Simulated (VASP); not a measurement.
## LiF: single point with r2SCAN

LiF:

```xyz
2
Lattice="2.5472 0.0000 0.0000 0.0000 2.5163 0.0000 0.0000 0.0000 2.5163" Properties=species:S:1:pos:R:3 pbc="T T T"
Li    0.0000    0.0000    0.0000
F     1.2736    1.2581    1.2581
```

This cell differs from its parent crystal: uniaxial x strain +1.2%.

- Program: VASP 6.6.1
- Task: single point
- Functional: r2SCAN
- Potentials or basis: VASP PAW PBE potentials, release 64 (Li_sv, F)
- Cutoff: 520 eV
- k mesh: 10 × 10 × 10
- Occupations: gaussian, width 0.01 eV
- Spin: no spin polarisation
- Dipole correction: no
- Further INCAR settings: ALGO = Normal; EDIFF = 1e-07; NBANDS = 12

The band gap on the k mesh is 8.96 eV, indirect (least direct gap 9.67 eV).

Levels at points of the mesh, in eV from the valence-band top:
```csv
k point,band 1,band 2,band 3,band 4,band 5,band 6,band 7,band 8,band 9,band 10
"(0.00, 0.00, 0.00)",-44.03,-22.14,-0.85,-0.71,-0.71,8.96,19.95,20.26,22.90,23.27
"(0.50, 0.00, 0.00)",-43.98,-21.68,-3.87,-0.31,-0.31,10.40,15.66,22.35,22.35,25.90
"(0.00, 0.50, 0.00)",-43.98,-21.64,-3.88,-0.40,-0.29,10.30,15.84,21.99,22.50,25.79
"(0.50, 0.50, 0.00)",-43.94,-21.10,-3.51,-3.46,0.00,14.80,15.06,15.28,21.05,26.67
"(0.00, 0.50, 0.50)",-43.93,-21.06,-3.46,-3.46,-0.09,14.90,15.16,15.16,20.81,26.36
"(0.50, 0.50, 0.50)",-43.90,-20.61,-2.47,-2.47,-2.42,12.23,12.23,12.34,25.95,26.27
```

Wall time 42 s on 1 thread of Intel(R) Xeon(R) 6975P-C (Granite Rapids) (shared host), peak memory 0.13 GiB.

Caveat: the cell differs from its parent crystal (uniaxial x strain +1.2%). A k mesh can miss the band edges.
